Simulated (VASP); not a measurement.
## Al: single point with PBE

Crystal: Al.

```
Al
1.0
     0.00000    2.02500    2.02500
     2.02500    4.05000    6.07500
     2.02500    2.02500    0.00000
Al
1
Direct
  0.00000 0.00000 0.00000
```

| Item | Value |
| --- | --- |
| Program | VASP 6.6.1 |
| Task | single point |
| Functional | PBE |
| Potentials or basis | VASP PAW PBE potentials, release 64 (Al) |
| Cutoff | 500 eV |
| k mesh | 10 × 10 × 10 |
| Occupations | fermi-dirac, width 0.1 eV |
| Spin | no spin polarisation |
| Dipole correction | no |
| Further INCAR settings | ALGO = Normal; EDIFF = 1e-06; NBANDS = 8 |

```
Pressure : -0.5 GPa
```

Levels at points of the mesh, in eV from the Fermi level:
```tsv
k point	band 1	band 2	band 3	band 4
(0.00, 0.00, 0.00)	-11.21	12.47	12.47	12.47
(0.50, 0.00, 0.00)	-4.68	-4.49	11.22	11.22
(0.50, 0.50, 0.00)	-3.03	-1.72	5.14	5.45
```

Run time: 8.5 s on 1 thread of Intel(R) Xeon(R) Platinum 8375C CPU @ 2.90GHz (Ice Lake) (shared host), peak memory 0.17 GiB.

Caveat: the k points lie up to 0.68 Å⁻¹ apart.
